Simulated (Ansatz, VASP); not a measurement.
## One calculation of W, two programs

```
CELL_PARAMETERS angstrom
-1.62300 1.62300 1.62300
1.62300 -1.62300 1.62300
1.62300 1.62300 -1.62300
ATOMIC_POSITIONS crystal
W 0.00000 0.00000 0.00000
```

Alike in both runs: task single point; functional PBE; k mesh 18 × 18 × 18; occupations gaussian, width 0.1 eV; no spin polarisation.

|  | VASP | Ansatz |
| --- | --- | --- |
| version | VASP 6.6.1 | Ansatz 0.2.0 |
| potentials or method | VASP PAW PBE potentials, release 64 (W_sv), cutoff 520 eV | scalar-relativistic, plane waves, PAW |
| valence electrons in the cell | 14 | 14 |

|  | VASP | Ansatz | Ansatz less VASP |
| --- | --- | --- | --- |
| gap on the k mesh at the Fermi level (eV) | none | none | - |
| pressure (GPa) | -15.3 | -15.6 | -0.31 |

A gap of «none» marks a metal or a gap that the smearing closes. The functional is the same, so the differences come from potentials, cutoffs and numerics.

Neither program's run includes spin-orbit coupling.
